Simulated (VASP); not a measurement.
# InSe in VASP: band structure with PBE

Aim: the band structure of InSe with PBE.

Program: VASP 6.6.1. These are calculated values, not measurements. Logs are shortened: lines on timing, memory, paths and dates and some standing lists are left out, and cuts for length are marked.

**1. The cell of the first run**

The cell holds a sheet with vacuum, 4 atoms: a = 4.000 Å, b = 4.000 Å, c = 21.358 Å, α = 90.00°, β = 90.00°, γ = 60.00°.

**2. Band structure, PBE, non-collinear spin, zero start, spin-orbit coupling**

INCAR

```
SYSTEM = InSe
  GGA = PE
  LSORBIT = .True.
  MAGMOM = 0 0 0 0 0 0 0 0 0 0 0 0
  LORBIT = 11
  LDIPOL = .True.
  IDIPOL = 3
  DIPOL = 0.5 0.5 0.500
  ISMEAR = 0
  SIGMA = 0.03
  LWAVE = .False.
  LCHARG = .False.
  NBANDS = 66
  PREC = Accurate
  LASPH = .True.
  LREAL = .False.
  ALGO = Normal
  EDIFF = 1E-6
  NELM = 200
  GGA_COMPAT = .False.
  ENCUT = 280
  EFERMI = MIDGAP
  NELMDL = -8
  KPAR = 2
```

KPOINTS

```
Automatic mesh
0
Gamma
  5 5 1
  0 0 0
```

KPOINTS_OPT

```
path GMKGALHA,LM,KH
12
line-mode
reciprocal
 0.0000000000  0.0000000000  0.0000000000  G
 0.5000000000  0.0000000000  0.0000000000  M

 0.5000000000  0.0000000000  0.0000000000  M
 0.3333333333 -0.3333333333  0.0000000000  K

 0.3333333333 -0.3333333333  0.0000000000  K
 0.0000000000  0.0000000000  0.0000000000  G

 0.0000000000  0.0000000000  0.0000000000  G
 0.0000000000  0.0000000000 -0.5000000000  A

 0.0000000000  0.0000000000 -0.5000000000  A
 0.5000000000  0.0000000000 -0.5000000000  L

 0.5000000000  0.0000000000 -0.5000000000  L
 0.3333333333 -0.3333333333 -0.5000000000  H

 0.3333333333 -0.3333333333 -0.5000000000  H
 0.0000000000  0.0000000000 -0.5000000000  A

 0.5000000000  0.0000000000 -0.5000000000  L
 0.5000000000  0.0000000000  0.0000000000  M

 0.3333333333 -0.3333333333  0.0000000000  K
 0.3333333333 -0.3333333333 -0.5000000000  H
```

POSCAR

```
InSe
1.0
    4.0000000001      0.0000000000      0.0000000000
    2.0000000000      3.4641016152      0.0000000000
    0.0000000000      0.0000000000     21.3577120000
Se In
2 2
Direct
    0.0000000000      0.0000000000      0.6254280421
    0.0000000000      0.0000000000      0.3745719579
    0.6666666667      0.6666666667      0.4340455569
    0.6666666667      0.6666666667      0.5661125124
```

Potentials or basis: VASP PAW PBE potentials, release 64 (Se, In_d).

Started as:

```bash
cat potpaw_PBE.64/Se/POTCAR potpaw_PBE.64/In_d/POTCAR > POTCAR
mpirun -np 2 vasp_ncl > vasp.out
```

OUTCAR:

```text
SYSTEM = InSe
   GGA = PE
   LSORBIT = .True.
   LORBIT = 11
   ISMEAR = 0
   PREC = Accurate
   LASPH = .True.
   LREAL = .False.
   EDIFF = 1E-6
   NELM = 200
   ENCUT = 280
   EFERMI = MIDGAP
   NELMDL = -8

 Found      7 irreducible k-points:

 Following reciprocal coordinates:
            Coordinates               Weight
  0.000000  0.000000  0.000000      1.000000
  0.200000 -0.000000  0.000000      3.000000
 -0.200000  0.000000  0.000000      3.000000
  0.400000 -0.000000  0.000000      3.000000
 -0.400000  0.000000  0.000000      3.000000
  0.400000  0.200000  0.000000      6.000000
   k-points           NKPTS =      7   k-points in BZ     NKDIM =      7   number of bands    NBANDS=     66
   number of dos      NEDOS =    301   number of ions     NIONS =      4
   total plane-waves  NPLWV =  69120
   dimension x,y,z NGX =    24 NGY =   24 NGZ =  120
   dimension x,y,z NGXF=    48 NGYF=   48 NGZF=  240
   ions per type =               2   2
   NGX,Y,Z   is equivalent  to a cutoff of   9.97,  9.97,  9.34 a.u.
   NGXF,Y,Z  is equivalent  to a cutoff of  19.95, 19.95, 18.68 a.u.
 SYSTEM =  InSe
   PREC   = accura    normal or accurate (medium, high low for compatibility)
   ISTART =      0    job   : 0-new  1-cont  2-samecut
   ICHARG =      2    charge: 1-file 2-atom 10-const
   ISPIN  =      1    spin polarized calculation?
   LNONCOLLINEAR =      T non collinear calculations
   LSORBIT =      T    spin-orbit coupling
   LASPH  =      T    aspherical Exc in radial PAW
   ENCUT  =  280.0 eV  20.58 Ry    4.54 a.u.   5.46  5.46 29.14*2*pi/ulx,y,z
   NELM   =    200;   NELMIN=  2; NELMDL= -8     # of ELM steps
   EDIFF  = 0.1E-05   stopping-criterion for ELM
   LREAL  =      F    real-space projection
   EDIFFG = 0.1E-04   stopping-criterion for IOM
   NSW    =      0    number of steps for IOM
   IBRION =     -1    ionic relax: 0-MD 1-quasi-New 2-CG
   NFREE  =      0    steps in history (QN), initial steepest desc. (CG)
   ISIF   =      2    stress and relaxation
   ISYM   =      2    0-nonsym 1-usesym 2-fastsym
   POTIM  = 0.5000    time-step for ionic-motion
   TEBEG  =    0.0;   TEEND  =   0.0 temperature during run

   SCALEE = 1.0000    scale energy and forces
   PSTRESS=    0.0 pullay stress
   NELECT =      38.0000    total number of electrons
   NUPDOWN=      -1.0000    fix difference up-down
   EMIN   =  10.00;   EMAX   =-10.00  energy-range for DOS
   EFERMI =   0.00;   METHOD = MIDGAP
   ISMEAR =     0;   SIGMA  =   0.03  broadening in eV -4-tet -1-fermi 0-gaus
   EFERMI_NEDOS =   21; number of points for ismear=-14 and -15
   IALGO  =     38    algorithm
   IMIX   =      4    mixing-type and parameters
     AMIX     =   0.40;   BMIX     =  1.00
     AMIX_MAG =   1.60;   BMIX_MAG =  1.00
  volume/ion in A,a.u.               =      73.99       499.28
  Fermi-wavevector in a.u.,A,eV,Ry     =   0.825913  1.560749  9.280971  0.682132
  Thomas-Fermi vector in A             =   1.937854
   LORBIT       =     11    0 simple, 1 ext, 2 COOP (PROOUT), +10 PAW based schemes
   GGA     = PE    functional components
   LHFCALC =     F    Hartree Fock is set to
   AEXX    =    0.0000 exact exchange contribution
   IVDW    =     0    specifies the selected vdW correction
   LEPSILON=     F    determine dielectric tensor
   LRPA    =     F    only Hartree local field effects (RPA)

   CSHIFT  =0.1000    complex shift for real part using Kramers Kronig

   OMEGAMAX=  -1.0    maximum frequency
 Gauss-broadening in eV      SIGMA  =   0.03
  energy-cutoff  :      280.00
  volume of cell :      295.94
 maximum number of plane-waves:      6454
 NGX is ok and might be reduce to    24
   NGX = 11   NGY = 11   NGZ = 59

 number of electron      37.9999999 magnetization       0.0000000      0.0000000      0.0000000

 number of electron      37.9999999 magnetization      -0.0000000      0.0000000      0.0000000

 number of electron      37.9999999 magnetization      -0.0000000     -0.0000000      0.0000000

 DIPCOR: dipole corrections for dipol
 direction  3 min pos     1,
 dipolmoment           0.000000      0.000000     -0.000569 electrons x Angstroem
 Tr[quadrupol]       -86.147006

 energy correction for charged system         0.000000 eV

 dipol+quadrupol energy correction           -0.000000 eV

 added-field ion interaction          0.000015 eV  (added to PSCEN)

 Free energy of the ion-electron system (eV)
  ---------------------------------------------------
  ext. energy  EPLUGINS =         0.00000000
  ---------------------------------------------------
  free energy    TOTEN  =       -14.25719996 eV

  energy without entropy =      -14.25719996  energy(sigma->0) =      -14.25719996

 E-fermi :  -1.4404     XC(G=0):  -3.9783

 val. band max:       -2.2480175046   @ k =   0.2000  -0.0000   0.0000
 cond. band min:      -0.6327007645   @ k =   0.0000   0.0000   0.0000
 fundamental gap:      1.6153167402
 Fermi energy:        -1.4403591346

 k-point     1 :       0.0000    0.0000    0.0000
  band No.  band energies     occupation
      1     -16.5598      1.00000
      2     -16.5598      1.00000
      3     -16.5224      1.00000
      4     -16.5224      1.00000
      5     -16.5072      1.00000
      6     -16.5072      1.00000
[... 307 lines left out ...]
     49       3.5573      0.00000
     50       3.6201      0.00000

 [... further k-points ...]

 [bands above 50 left out]

------------------------ aborting loop because EDIFF is reached ----------------------------------------

 vacuum level on the upper side and lower side of the slab       (xc-potential included)        -0.142        -0.134

  FORCE on cell =-STRESS in cart. coord.  units (eV):
  Direction    XX          YY          ZZ          XY          YZ          ZX
  --------------------------------------------------------------------------------------
  -------------------------------------------------------------------------------------
  Total        2.0492882      2.0492882      0.8514474     -0.0000000      0.0000000      0.0000000
  in kB       11.0945139     11.0945139      4.6095984     -0.0000000      0.0000000      0.0000000
  external PRESSURE =       8.9328754 kB  Pullay stress =       0.0000000 kB

 VOLUME and BASIS-vectors are now :
 -----------------------------------------------------------------------------
  energy-cutoff  :      280.00
  volume of cell :      295.94
      direct lattice vectors                 reciprocal lattice vectors
     4.000000000  0.000000000  0.000000000     0.250000000 -0.144337567  0.000000000
     2.000000000  3.464101615  0.000000000     0.000000000  0.288675135  0.000000000
     0.000000000  0.000000000 21.357712000     0.000000000  0.000000000  0.046821495

 POSITION                                       TOTAL-FORCE (eV/Angst)
 -----------------------------------------------------------------------------------
      0.00000      0.00000     13.35771        -0.000000     -0.000000      0.380441
      0.00000      0.00000      8.00000        -0.000000     -0.000000     -0.357195
      4.00000      2.30940      9.27022         0.000000      0.000000      0.350417
      4.00000      2.30940     12.09087         0.000000      0.000000     -0.373663
 -----------------------------------------------------------------------------------
    total drift:                                0.000000      0.000000     -0.000409

  FREE ENERGIE OF THE ION-ELECTRON SYSTEM (eV)
  ---------------------------------------------------
  free  energy   TOTEN  =       -14.2571999568 eV

  energy  without entropy=      -14.2571999568  energy(sigma->0) =      -14.25719996

 vacuum level on the upper side and lower side of the slab         3.549         3.556

 Spin-Orbit-Coupling matrix elements

 Ion:    1  E_soc:     -0.0407414
 l=   1
     0.0000000    -0.0068690    -0.0066366
    -0.0068690     0.0000000    -0.0068690
    -0.0066366    -0.0068690     0.0000000
 l=   2
     0.0000000     0.0000000     0.0000000     0.0000000    -0.0000019
     0.0000000     0.0000000     0.0000012     0.0000034     0.0000000
     0.0000000     0.0000012     0.0000000     0.0000012     0.0000000
     0.0000000     0.0000034     0.0000012     0.0000000     0.0000000
    -0.0000019     0.0000000     0.0000000     0.0000000     0.0000000
 l=   3
     0.0000000     0.0000000     0.0000000     0.0000000     0.0000000     0.0000000     0.0000000
     0.0000000     0.0000000     0.0000000     0.0000000     0.0000000     0.0000000     0.0000000
     0.0000000     0.0000000     0.0000000     0.0000000     0.0000000     0.0000000     0.0000000
     0.0000000     0.0000000     0.0000000     0.0000000     0.0000000     0.0000000     0.0000000
     0.0000000     0.0000000     0.0000000     0.0000000     0.0000000     0.0000000     0.0000000
     0.0000000     0.0000000     0.0000000     0.0000000     0.0000000     0.0000000     0.0000000
     0.0000000     0.0000000     0.0000000     0.0000000     0.0000000     0.0000000     0.0000000

 Ion:    2  E_soc:     -0.0407711
 l=   1
     0.0000000    -0.0068732    -0.0066432
    -0.0068732     0.0000000    -0.0068732
    -0.0066432    -0.0068732     0.0000000
 l=   2
     0.0000000     0.0000000     0.0000000     0.0000000    -0.0000019
     0.0000000     0.0000000     0.0000012     0.0000034     0.0000000
     0.0000000     0.0000012     0.0000000     0.0000012     0.0000000
     0.0000000     0.0000034     0.0000012     0.0000000     0.0000000
    -0.0000019     0.0000000     0.0000000     0.0000000     0.0000000
 l=   3
     0.0000000     0.0000000     0.0000000     0.0000000     0.0000000     0.0000000     0.0000000
     0.0000000     0.0000000     0.0000000     0.0000000     0.0000000     0.0000000     0.0000000
     0.0000000     0.0000000     0.0000000     0.0000000     0.0000000     0.0000000     0.0000000
     0.0000000     0.0000000     0.0000000     0.0000000     0.0000000     0.0000000     0.0000000
     0.0000000     0.0000000     0.0000000     0.0000000     0.0000000     0.0000000     0.0000000
     0.0000000     0.0000000     0.0000000     0.0000000     0.0000000     0.0000000     0.0000000
     0.0000000     0.0000000     0.0000000     0.0000000     0.0000000     0.0000000     0.0000000

 Ion:    3  E_soc:     -0.0699402
 l=   1
     0.0000000    -0.0055147    -0.0049997
    -0.0055147     0.0000000    -0.0055147
    -0.0049997    -0.0055147     0.0000000
 l=   2
     0.0000000    -0.0012510     0.0000000    -0.0012510    -0.0050577
    -0.0012510     0.0000000    -0.0038271    -0.0012250    -0.0012510
     0.0000000    -0.0038271     0.0000000    -0.0038271     0.0000000
    -0.0012510    -0.0012250    -0.0038271     0.0000000    -0.0012510
    -0.0050577    -0.0012510     0.0000000    -0.0012510     0.0000000
 l=   3
     0.0000000     0.0000000     0.0000000     0.0000000     0.0000000     0.0000000     0.0000000
     0.0000000     0.0000000     0.0000000     0.0000000     0.0000000     0.0000000     0.0000000
     0.0000000     0.0000000     0.0000000     0.0000000     0.0000000     0.0000000     0.0000000
     0.0000000     0.0000000     0.0000000     0.0000000     0.0000000     0.0000000     0.0000000
     0.0000000     0.0000000     0.0000000     0.0000000     0.0000000     0.0000000     0.0000000
     0.0000000     0.0000000     0.0000000     0.0000000     0.0000000     0.0000000     0.0000000
     0.0000000     0.0000000     0.0000000     0.0000000     0.0000000     0.0000000     0.0000000

 Ion:    4  E_soc:     -0.0699657
 l=   1
     0.0000000    -0.0055187    -0.0050032
    -0.0055187     0.0000000    -0.0055187
    -0.0050032    -0.0055187     0.0000000
 l=   2
     0.0000000    -0.0012511     0.0000000    -0.0012511    -0.0050585
    -0.0012511     0.0000000    -0.0038271    -0.0012251    -0.0012511
     0.0000000    -0.0038271     0.0000000    -0.0038271     0.0000000
    -0.0012511    -0.0012251    -0.0038271     0.0000000    -0.0012511
    -0.0050585    -0.0012511     0.0000000    -0.0012511     0.0000000
 l=   3
     0.0000000     0.0000000     0.0000000     0.0000000     0.0000000     0.0000000     0.0000000
     0.0000000     0.0000000     0.0000000     0.0000000     0.0000000     0.0000000     0.0000000
     0.0000000     0.0000000     0.0000000     0.0000000     0.0000000     0.0000000     0.0000000
     0.0000000     0.0000000     0.0000000     0.0000000     0.0000000     0.0000000     0.0000000
     0.0000000     0.0000000     0.0000000     0.0000000     0.0000000     0.0000000     0.0000000
     0.0000000     0.0000000     0.0000000     0.0000000     0.0000000     0.0000000     0.0000000
     0.0000000     0.0000000     0.0000000     0.0000000     0.0000000     0.0000000     0.0000000

 total charge

# of ion       s       p       d       tot
------------------------------------------
    1        1.469   2.349   0.022   3.841
    2        1.469   2.348   0.022   3.840
    3        0.857   0.672   9.875  11.404
    4        0.857   0.673   9.876  11.405
--------------------------------------------------
tot          4.651   6.042  19.796  30.490

 magnetization (x)

# of ion       s       p       d       tot
------------------------------------------
    1        0.000   0.000   0.000   0.000
    2        0.000   0.000  -0.000  -0.000
    3       -0.000   0.000  -0.000  -0.000
    4        0.000  -0.000   0.000  -0.000
--------------------------------------------------
tot         -0.000   0.000  -0.000   0.000

 magnetization (y)

# of ion       s       p       d       tot
------------------------------------------
    1        0.000   0.000   0.000   0.000
    2        0.000   0.000   0.000   0.000
    3       -0.000   0.000   0.000  -0.000
    4       -0.000   0.000   0.000  -0.000
--------------------------------------------------
tot         -0.000   0.000   0.000  -0.000

 magnetization (z)

# of ion       s       p       d       tot
------------------------------------------
    1        0.000   0.000   0.000   0.000
    2        0.000  -0.000  -0.000  -0.000
    3       -0.000   0.000   0.000  -0.000
    4       -0.000   0.000  -0.000  -0.000
--------------------------------------------------
tot         -0.000   0.000  -0.000  -0.000
```

It took 8.5 min on 2 MPI ranks of Intel Xeon 6975P-C (Granite Rapids), shared host; peak memory 0.56 GiB.

Results:

```
Free energy                                           : -14.2572 eV
Largest force                                         : 0.380 eV/Å
Net moment                                            : 0.00 μB per cell
Valence electrons inside the program's atomic spheres : Se 3.84; In 11.40
```

Forces on the atoms (eV/Å):
```
Se   0.000  0.000  0.380
Se   0.000  0.000 -0.357
In   0.000  0.000  0.350
In   0.000  0.000 -0.374
```

Moments on the atoms (μB; x, y, z):
```
Se  0.00 0.00 0.00
Se  0.00 0.00 0.00
In  0.00 0.00 0.00
In  0.00 0.00 0.00
```

Caveat: the k points lie up to 0.36 Å⁻¹ apart; the cutoff is under 1.25 times the usual one of these potentials, so pressure, stress and relaxed cells hold a basis-set (Pulay) error.
